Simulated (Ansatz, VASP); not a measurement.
**One calculation of BN, two programs**

```
B N
1.0
     0.00000    1.86173    1.80750
     1.86173    0.00000    1.80750
     1.86173    1.86173    0.00000
B N
1 1
Direct
  0.00000 0.00000 0.00000
  0.75000 0.75000 0.75000
```

Change from the starting cell: equal xx and yy strain of +3 %, crystal datasets.

Alike in both runs: task electric field gradients; functional PBE; k mesh 13 × 13 × 13; occupations fermi-dirac, width 0.03 eV; no spin polarisation.

|  | VASP | Ansatz |
| --- | --- | --- |
| version | VASP 6.6.1 | Ansatz 0.2.0 |
| potentials or method | VASP PAW PBE potentials, release 64 (B, N), cutoff 520 eV | all-electron PAW with datasets made for the crystal, scalar-relativistic |

Ansatz gave:

| Quantity | Value |
| --- | --- |
| gap on the k mesh at the Fermi level (eV) | 3.99 |
| pressure (GPa) | -17.3 |
| traceless stress, the component that is largest in VASP (GPa) | 11.01 |
| size of Vzz on the site where it differs most (V/Å²) | 0.8 |

Q: Which values does VASP return?

A: gap on the k mesh at the Fermi level (eV): 3.98; pressure (GPa): -17.2; traceless stress, the component that is largest in VASP (GPa): 11.00; size of Vzz on the site where it differs most (V/Å²): 1.1.

Ansatz ran all-electron here, and VASP with PAW potentials.
